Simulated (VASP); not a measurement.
# Sn (C2/c) in VASP: notebook

The runs below take Sn through single point, with r2SCAN.

Everything below comes from runs of VASP 6.6.1. Logs are shortened: lines on timing, memory, paths and dates and some standing lists are left out, and cuts for length are marked.

**1. The cell of the first run**

It takes space group C2/c (No. 15, monoclinic). Conventional cell: a = 3.178 Å, b = 8.342 Å, c = 4.458 Å, α = 90.00°, β = 110.77°, γ = 90.00°. Sn (site symmetry 2) has 10 Sn at 3.05 to 3.79 Å within 4.0 Å.

**2. Single point, r2SCAN**

Contents of POSCAR:

```
Sn
1.0
   -2.9482820713      2.9504023647      1.5888172584
    2.9504023647     -2.9482820713      1.5888172584
    2.9460530987      2.9460530987     -1.5849306448
Sn
2
Direct
    0.0000251473      0.9999748527      0.0000000000
    0.7499748527      0.2500251473      0.5000000000
```

Contents of INCAR.step1:

```
ALGO = Normal
EDIFF = 1E-4
ENCUT = 520
GGA = PE
ISMEAR = -1
LASPH = True
LCHARG = False
LREAL = False
LWAVE = True
NBANDS = 21
NELM = 60
PREC = Accurate
SIGMA = 1.0
```

Contents of INCAR.step2:

```
ALGO = Normal
EDIFF = 1E-6
ENCUT = 520
ISIF = 2
ISMEAR = -1
ISTART = 1
LASPH = True
LCHARG = True
LELF = True
LMIXTAU = True
LREAL = False
LVHAR = True
LWAVE = False
METAGGA = R2SCAN
NBANDS = 21
NELM = 60
PREC = Accurate
SIGMA = 1.0
```

Contents of KPOINTS:

```
k-points
0
Gamma
  11 11 8
```

Potentials or basis: VASP PAW PBE potentials, release 64 (Sn_d).

Started as:

```
> cat potpaw_PBE.64/Sn_d/POTCAR > POTCAR
> cp INCAR.step1 INCAR
> mpirun -np 1 vasp_std > vasp.out
> cp INCAR.step2 INCAR
> mpirun -np 1 vasp_std > vasp.out
```

OUTCAR:

```text
EDIFF = 1E-6
   ENCUT = 520
   ISIF = 2
   ISMEAR = -1
   ISTART = 1
   LASPH = True
   LREAL = False
   METAGGA = R2SCAN
   NELM = 60
   PREC = Accurate

 ion  position               nearest neighbor table
   1  0.000  1.000  0.000-   2 3.05   2 3.05   2 3.05   2 3.05
   2  0.750  0.250  0.500-   1 3.05   1 3.05   1 3.05   1 3.05

  LATTYP: Found a base centered monoclinic cell.
 ALAT       =     3.1776359316
 B/A-ratio  =     2.6252219289
 C/A-ratio  =     1.4028132337
 COS(beta)  =    -0.3546724370

  Lattice vectors:

 A1 = (  -2.9482820713,   2.9504023647,   1.5888172584)
 A2 = (   2.9504023647,  -2.9482820713,   1.5888172584)
 A3 = (   2.9460530987,   2.9460530987,  -1.5849306448)

Analysis of symmetry for initial positions (statically):
=====================================================================
 Subroutine PRICEL returns:
 Original cell was already a primitive cell.

 Routine SETGRP: Setting up the symmetry group for a
 base centered monoclinic supercell.

 Subroutine GETGRP returns: Found  4 space group operations
 (whereof  2 operations were pure point group operations)
 out of a pool of  4 trial point group operations.

The static configuration has the point symmetry C_2 .
 The point group associated with its full space group is C_2h.

Analysis of symmetry for dynamics (positions and initial velocities):
=====================================================================
 Subroutine PRICEL returns:
 Original cell was already a primitive cell.

 Routine SETGRP: Setting up the symmetry group for a
 base centered monoclinic supercell.

 Subroutine GETGRP returns: Found  4 space group operations
 (whereof  2 operations were pure point group operations)
 out of a pool of  4 trial point group operations.

The dynamic configuration has the point symmetry C_2 .
 The point group associated with its full space group is C_2h.

 Subroutine INISYM returns: Found  4 space group operations
 (whereof  2 operations are pure point group operations),
 and found     1 'primitive' translations

----------------------------------------------------------------------------------------

                                     Primitive cell
[... 77 lines left out ...]
   dimension x,y,z NGXF=    72 NGYF=   72 NGZF=   72
   ions per type =               2
   NGX,Y,Z   is equivalent  to a cutoff of  13.41, 13.41, 13.43 a.u.
   NGXF,Y,Z  is equivalent  to a cutoff of  26.82, 26.82, 26.85 a.u.
 SYSTEM =  unknown system
   PREC   = accura    normal or accurate (medium, high low for compatibility)
   ISTART =      1    job   : 0-new  1-cont  2-samecut
   ICHARG =      0    charge: 1-file 2-atom 10-const
   ISPIN  =      1    spin polarized calculation?
   LNONCOLLINEAR =      F non collinear calculations
   LSORBIT =      F    spin-orbit coupling
   LASPH  =      T    aspherical Exc in radial PAW
   ENCUT  =  520.0 eV  38.22 Ry    6.18 a.u.   8.30  8.30  8.29*2*pi/ulx,y,z
   NELM   =     60;   NELMIN=  2; NELMDL=  0     # of ELM steps
   EDIFF  = 0.1E-05   stopping-criterion for ELM
   LREAL  =      F    real-space projection
   EDIFFG = 0.1E-04   stopping-criterion for IOM
   NSW    =      0    number of steps for IOM
   IBRION =     -1    ionic relax: 0-MD 1-quasi-New 2-CG
   NFREE  =      0    steps in history (QN), initial steepest desc. (CG)
   ISIF   =      2    stress and relaxation
   ISYM   =      2    0-nonsym 1-usesym 2-fastsym
   POTIM  = 0.5000    time-step for ionic-motion
   TEBEG  =    0.0;   TEEND  =   0.0 temperature during run
   PSTRESS=    0.0 pullay stress
   NELECT =      28.0000    total number of electrons
   NUPDOWN=      -1.0000    fix difference up-down
   EMIN   =  10.00;   EMAX   =-10.00  energy-range for DOS
   EFERMI =   0.00;   METHOD = LEGACY
   ISMEAR =    -1;   SIGMA  =   1.00  broadening in eV -4-tet -1-fermi 0-gaus
   EFERMI_NEDOS =   21; number of points for ismear=-14 and -15
   IALGO  =     38    algorithm
   IMIX   =      4    mixing-type and parameters
     AMIX     =   0.40;   BMIX     =  1.00
     AMIX_MAG =   1.60;   BMIX_MAG =  1.00
  volume/ion in A,a.u.               =      27.62       186.39
  Fermi-wavevector in a.u.,A,eV,Ry     =   1.305296  2.466652 23.181573  1.703798
  Thomas-Fermi vector in A             =   2.436174
   LORBIT       =      0    0 simple, 1 ext, 2 COOP (PROOUT), +10 PAW based schemes
   METAGGA = R2SCAN    functional components
   LHFCALC =     F    Hartree Fock is set to
   AEXX    =    0.0000 exact exchange contribution
   IVDW    =     0    specifies the selected vdW correction
   LEPSILON=     F    determine dielectric tensor
   LRPA    =     F    only Hartree local field effects (RPA)
 non-spin polarized calculation
  energy-cutoff  :      520.00
  volume of cell :       55.24
 maximum number of plane-waves:      1505
 NGX is ok and might be reduce to    36
   NGX = 17   NGY = 17   NGZ = 17

 number of electron      27.9999990 magnetization

 Free energy of the ion-electron system (eV)
  ---------------------------------------------------
  ext. energy  EPLUGINS =         0.00000000
  ---------------------------------------------------
  free energy    TOTEN  =       -50.83769853 eV

  energy without entropy =      -47.59302395  energy(sigma->0) =      -49.21536124

 E-fermi :   7.7409     XC(G=0): -11.0205

 val. band max:        7.7181832698   @ k =  -0.0909   0.2727   0.2500
 cond. band min:       7.7411150249   @ k =   0.3636  -0.0000   0.1250
 fundamental gap:      0.0229317552
 Fermi energy:         7.7408880224

 k-point     1 :       0.0000    0.0000    0.0000
  band No.  band energies     occupation
      1     -14.5952      2.00000
      2     -14.5088      2.00000
      3     -14.4606      2.00000
      4     -14.4542      2.00000
      5     -14.2863      2.00000
      6     -14.2862      2.00000
[... 565 lines left out ...]
     20      18.3633      0.00005
     21      18.6527      0.00004

 [... further k-points ...]
[... 5 lines left out ...]
  --------------------------------------------------------------------------------------
  -------------------------------------------------------------------------------------
  Total        1.7372885      1.7372885      1.5291412      0.0017206     -0.0037477     -0.0037477
  in kB       50.3879838     50.3879838     44.3509197      0.0499043     -0.1086985     -0.1086965
  external PRESSURE =      48.3756291 kB  Pullay stress =       0.0000000 kB

 VOLUME and BASIS-vectors are now :
 -----------------------------------------------------------------------------
  energy-cutoff  :      520.00
  volume of cell :       55.24
      direct lattice vectors                 reciprocal lattice vectors
    -2.948282071  2.950402365  1.588817258    -0.000143327  0.169386000  0.314586574
     2.950402365 -2.948282071  1.588817258     0.169386000 -0.000143327  0.314586574
     2.946053099  2.946053099 -1.584930645     0.169657695  0.169657695 -0.000226410

 POSITION                                       TOTAL-FORCE (eV/Angst)
 -----------------------------------------------------------------------------------
      2.95025     -2.94813      1.58882        -0.001167      0.001167      0.000000
     -0.00044      2.94861      0.79635         0.001167     -0.001167     -0.000000
 -----------------------------------------------------------------------------------
    total drift:                               -0.000000      0.000000     -0.000000

  FREE ENERGIE OF THE ION-ELECTRON SYSTEM (eV)
  ---------------------------------------------------
  free  energy   TOTEN  =       -50.8376985324 eV

  energy  without entropy=      -47.5930239544  energy(sigma->0) =      -49.21536124
```

OUTCAR.step1:

```text
EDIFF = 1E-4
   ENCUT = 520
   GGA = PE
   ISMEAR = -1
   LASPH = True
[... 802 lines left out ...]
      2.95025     -2.94813      1.58882        -0.001663      0.001663     -0.000000
     -0.00044      2.94861      0.79635         0.001663     -0.001663      0.000000
 -----------------------------------------------------------------------------------
    total drift:                               -0.000000      0.000000     -0.000000

  FREE ENERGIE OF THE ION-ELECTRON SYSTEM (eV)
  ---------------------------------------------------
  free  energy   TOTEN  =        -9.3169732606 eV

  energy  without entropy=       -5.8632854082  energy(sigma->0) =       -7.59012933
```

OSZICAR.step1:

```text
N       E                     dE             d eps       ncg     rms          rms(c)
DAV:   1     0.220590358020E+03    0.22059E+03   -0.14411E+04 11561   0.207E+03
DAV:   2     0.140620325723E+02   -0.20653E+03   -0.20205E+03 11415   0.454E+02
DAV:   3    -0.858310174565E+01   -0.22645E+02   -0.22362E+02 13148   0.135E+02
DAV:   4    -0.930508118363E+01   -0.72198E+00   -0.72107E+00 12842   0.266E+01
DAV:   5    -0.933392910591E+01   -0.28848E-01   -0.28847E-01 16175   0.502E+00    0.210E+00
DAV:   6    -0.932082087638E+01    0.13108E-01   -0.24912E-02 15393   0.215E+00    0.118E+00
DAV:   7    -0.931703666712E+01    0.37842E-02   -0.13655E-02 15360   0.164E+00    0.144E-01
DAV:   8    -0.931697201382E+01    0.64653E-04   -0.14425E-03 13971   0.505E-01    0.363E-02
DAV:   9    -0.931697326064E+01   -0.12468E-05   -0.32904E-05  7775   0.570E-02
   1 F= -.93169733E+01 E0= -.75901293E+01  d E =-.345369E+01
```

Wall time 6.8 min (1 thread of Intel Xeon 6975P-C (Granite Rapids), shared host); peak memory 0.39 GiB.

Results:

| Item | Value |
| --- | --- |
| Free energy | -50.8377 eV |
| Pressure | 4.8 GPa |
| Band gap on the k mesh | zero (band 14 reaches 9.18 eV, above the bottom of band 15 at 5.33 eV) |

Caveat: the PAW data sets were made with another functional, which shifts forces and pressure a little; spin-orbit coupling is left out, which moves the levels of the heavy elements.

**3. Single point, r2SCAN**

POSCAR is that of step 2.

Contents of INCAR.step1:

```
SYSTEM = Sn
PREC = Accurate
ENCUT = 520
ISMEAR = 0
SIGMA = 0.01
LREAL = .FALSE.
LASPH = .TRUE.
NELM = 60
NBANDS = 21
GGA = PE
ALGO = Normal
EDIFF = 1E-4
LWAVE = .TRUE.
LCHARG = .FALSE.
```

Contents of INCAR.step2:

```
SYSTEM = Sn
PREC = Accurate
ENCUT = 520
EDIFF = 1E-6
ISMEAR = 0
SIGMA = 0.01
LREAL = .FALSE.
LASPH = .TRUE.
NELM = 60
ALGO = Normal
ISIF = 2
LWAVE = .FALSE.
LCHARG = .FALSE.
METAGGA = R2SCAN
LMIXTAU = .TRUE.
NBANDS = 21
ISTART = 1
```

Contents of KPOINTS:

```
regular mesh
0
G
  11 11 8
  0 0 0
```

Potentials or basis: VASP PAW PBE potentials, release 64 (Sn_d).

Started as:

```
> cat potpaw_PBE.64/Sn_d/POTCAR > POTCAR
> cp INCAR.step1 INCAR
> mpirun -np 1 vasp_std > vasp.out
> cp INCAR.step2 INCAR
> mpirun -np 1 vasp_std > vasp.out
```

Wall time 8.1 min (1 thread of Intel Xeon 6975P-C (Granite Rapids), shared host); peak memory 0.39 GiB.

It converged, with:

| Item | Value |
| --- | --- |
| Free energy | -49.2523 eV |
| Pressure | 0.0 GPa |
| Largest force | 0.003 eV/Å |
| Band gap on the k mesh | zero (band 14 reaches 9.18 eV, above the bottom of band 15 at 5.32 eV) |

Forces on the atoms (eV/Å):
```
Sn  -0.002  0.002  0.000
Sn   0.002 -0.002  0.000
```

Stress tensor (GPa, compression positive):
```
-0.07 -0.05 -0.10
-0.05 -0.07 -0.10
-0.10 -0.10  0.01
```

Levels at points of the mesh, in eV from the Fermi level:
| k point | band 11 | band 12 | band 13 | band 14 | band 15 | band 16 | band 17 | band 18 |
| --- | --- | --- | --- | --- | --- | --- | --- | --- |
| (0.00, 0.00, 0.00) | -11.51 | -3.80 | -2.13 | -2.12 | 3.37 | 6.39 | 6.40 | 7.30 |
| (0.00, 0.00, 0.50) | -9.21 | -9.21 | 0.52 | 0.52 | 1.70 | 1.70 | 6.54 | 6.54 |

Caveat: the PAW data sets were made with another functional, which shifts forces and pressure a little; spin-orbit coupling is left out, which moves the levels of the heavy elements.
